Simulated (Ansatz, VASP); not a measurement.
# One calculation of Na, two programs

```
Na
1.0
     3.76700    0.01884    0.01884
    -1.86719    3.25290    0.00689
     0.03077    0.03077    6.15400
Na
2
Direct
  0.33333 0.66667 0.25000
  0.66667 0.33333 0.75000
```

Change from the starting cell: equal xy, yz and zx shear strains of +1 %.

Alike in both runs: task single point; functional PBEsol; k mesh 13 × 13 × 7; occupations fermi-dirac, width 0.05 eV; no spin polarisation.

```csv
,VASP,Ansatz
version,VASP 6.6.1,Ansatz 0.2.0
potentials or method,"VASP PAW PBE potentials, release 64 (Na_pv), cutoff 520 eV","all-electron LAPW, scalar-relativistic"
```

```csv
,VASP,Ansatz,Ansatz less VASP
pressure (GPa),-0.3,-0.3,+0.01
"traceless stress, the component that is largest in VASP (GPa)",0.08,0.08,-0.001
```

VASP's potentials were made for PBE, not for PBEsol. Ansatz ran all-electron here, and VASP with PAW potentials.
